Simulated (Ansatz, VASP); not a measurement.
Al9N7 in VASP and in Ansatz

```xyz
16
Lattice="0.0000 4.3680 4.3680 4.3680 0.0000 4.3680 4.3680 4.3680 0.0000" Properties=species:S:1:pos:R:3 pbc="T T T"
Al    0.0000    0.0000    0.0000
Al    3.2760    3.2760    3.2760
Al    2.1840    2.1840    0.0000
Al    2.1840    0.0000    2.1840
Al    4.3680    2.1840    2.1840
Al    0.0000    2.1840    2.1840
Al    2.1840    4.3680    2.1840
Al    2.1840    2.1840    4.3680
Al    4.3680    4.3680    4.3680
N     5.4600    5.4600    3.2760
N     5.4600    3.2760    5.4600
N     7.6440    5.4600    5.4600
N     3.2760    5.4600    5.4600
N     5.4600    7.6440    5.4600
N     5.4600    5.4600    7.6440
N     7.6440    7.6440    7.6440
```

Alike in both runs: task single point; functional PBE; k mesh 2 × 2 × 2; occupations fermi-dirac, width 0.05 eV; no spin polarisation.

```csv
,VASP,Ansatz
version,VASP 6.6.1,Ansatz 0.2.0
potentials or method,"VASP PAW PBE potentials, release 64 (Al, N)","plane waves, PAW"
plane-wave cutoff (eV),520,420
valence electrons in the cell,62,62
```

VASP gave:

```
gap on the k mesh at the Fermi level (eV) : none
rms of the force components (eV/Å)        : 3.224
```

Question: Which values does Ansatz return?

Answer: gap on the k mesh at the Fermi level (eV): none; rms of the force components (eV/Å): 3.207.

A gap of «none» marks a metal or a gap that the smearing closes.

The k mesh is coarse, so the values compare programs but aren't converged.
